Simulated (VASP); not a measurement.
A run of VASP 6.6.1 is set up as follows.

POSCAR

```
HfO2
1.0
    0.0000000000      2.4027029384      2.5291609878
    2.4027029384      0.0000000000      2.5291609878
    2.4027029384      2.4027029384      0.0000000000
Hf O
1 2
Direct
    0.0000000000      0.0000000000      0.0000000000
    0.2500000000      0.2500000000      0.2500000000
    0.7500000000      0.7500000000      0.7500000000
```

INCAR.step1

```
  PREC = Accurate
  ENCUT = 520
  ISMEAR = 0
  SIGMA = 0.05
  LREAL = F
  LASPH = T
  NELM = 80
  NBANDS = 18
  GGA = PE
  ALGO = Normal
  EDIFF = 1E-4
  LWAVE = T
  LCHARG = F
```

Contents of INCAR.step2:

```
  PREC = Accurate
  ENCUT = 520
  EDIFF = 1E-6
  ISMEAR = 0
  SIGMA = 0.05
  LREAL = F
  LASPH = T
  NELM = 80
  ALGO = Normal
  ISIF = 2
  LWAVE = F
  LCHARG = F
  METAGGA = R2SCAN
  LMIXTAU = T
  NBANDS = 18
  ISTART = 1
```

The input KPOINTS:

```
Automatic mesh
0
Gamma
  8 8 8
```

Potentials or basis: VASP PAW PBE potentials, release 64 (Hf_pv, O).

The run is started by

```sh
$ cat potpaw_PBE.64/Hf_pv/POTCAR potpaw_PBE.64/O/POTCAR > POTCAR
$ cp INCAR.step1 INCAR
$ mpirun -np 1 vasp_std > vasp.out
$ cp INCAR.step2 INCAR
$ mpirun -np 1 vasp_std > vasp.out
```

(1) What does it give for the band gap on the k mesh?

(2) Estimate the pressure.

Results:

(1) 3.98 eV, indirect (least direct gap 4.24 eV).

(2) 29.6 GPa.

Caveat: the cell differs from its parent crystal (strain -0.050 along x and y, +0.000 along z); the PAW data sets were made with another functional, which shifts forces and pressure a little; spin-orbit coupling is left out, which moves the levels of the heavy elements.
